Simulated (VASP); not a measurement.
A run of VASP 6.6.1 is set up as follows.

File INCAR:

```
  PREC = Accurate
  ENCUT = 520
  EDIFF = 1E-7
  ISMEAR = -1
  SIGMA = 0.01
  LREAL = F
  LASPH = T
  NELM = 60
  ALGO = Normal
  ISIF = 2
  LWAVE = F
  LCHARG = T
  GGA = PE
  LELF = T
  LVHAR = T
  NBANDS = 22
```

File KPOINTS:

```
Automatic mesh
0
Gamma
  10 10 3
```

POSCAR

```
Re
1.0
    2.7478200849      0.0000000000      0.0000000000
   -1.3739105391      2.3796825759      0.0000000000
    0.0000000000      0.0000000000      8.8788509440
Re
4
Direct
    0.0000000000      0.0000000000      0.0000000000
    0.3333333333      0.6666666667      0.2500000000
    0.0000000000      0.0000000000      0.5000000000
    0.6666666667      0.3333333333      0.7500000000
```

Potentials or basis: VASP PAW PBE potentials, release 64 (Re).

Command:

```bash
$ cat potpaw_PBE.64/Re/POTCAR > POTCAR
$ mpirun -np 1 vasp_std > vasp.out
```

Question: Predict the pressure.

Answer: 10.9 GPa.

Question: Predict the band gap on the k mesh.

Answer: Zero (bands 14 and 15 overlap by 2.56 eV).

Stress tensor (GPa, compression positive):
```
11.22  0.00  0.00
 0.00 11.22  0.00
 0.00  0.00 10.14
```

Caveat: the cell stands under pressure; spin-orbit coupling is left out, which moves the levels of the heavy elements.
